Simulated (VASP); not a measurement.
A run of VASP 6.6.1 is set up as follows.

File INCAR:

```
SYSTEM = Si
PREC     = Accurate       ! precision mode
ENCUT    = 520            ! plane-wave cutoff, eV
EDIFF    = 1E-7           ! SCF threshold, eV
ISMEAR   = 0              ! smearing method
SIGMA    = 0.15           ! smearing width, eV
LREAL    = .False.        ! projectors in reciprocal space
LASPH    = .True.         ! aspherical terms in the spheres
NELM     = 80             ! most SCF steps
ALGO     = Normal         ! electronic algorithm
ISIF     = 2              ! what is computed and relaxed
LWAVE    = .False.        ! write WAVECAR
LCHARG   = .False.        ! write CHGCAR
NBANDS   = 26             ! bands
```

The input KPOINTS:

```
Automatic mesh
0
Gamma
  10 10 8
  0 0 0
```

The input POSCAR:

```
Si
1.0
    4.5521371177     -2.4347064048      0.0000000000
    4.5521371177      2.4347064048      0.0000000000
    0.0000000000      0.0000000000      5.4608395773
Si
8
Direct
    0.5000000000      0.5000000000      0.7705063100
    0.5000000000      0.5000000000      0.2294936900
    1.0000000000      0.0000000000      0.2705063100
    0.0000000000      1.0000000000      0.7294936900
    0.7262158274      0.7262158274      0.5000000000
    0.2262158274      0.2262158274      0.0000000000
    0.2737841726      0.2737841726      0.5000000000
    0.7737841726      0.7737841726      0.0000000000
```

Potentials or basis: VASP PAW LDA potentials, release 64 (Si).

The run is started by

```console
$ cat potpaw_LDA.64/Si/POTCAR > POTCAR
$ mpirun -np 1 vasp_std > vasp.out
```

(1) What does it give for the largest force?

(2) Estimate the band gap on the k mesh.

(3) Predict the pressure.

## Answers

(1) 0.080 eV/Å.

(2) zero (bands 16 and 17 overlap by 3.39 eV).

(3) -2.6 GPa.

Caveat: the cell differs from its parent crystal (strain +0.000 along x and y, +0.025 along z).
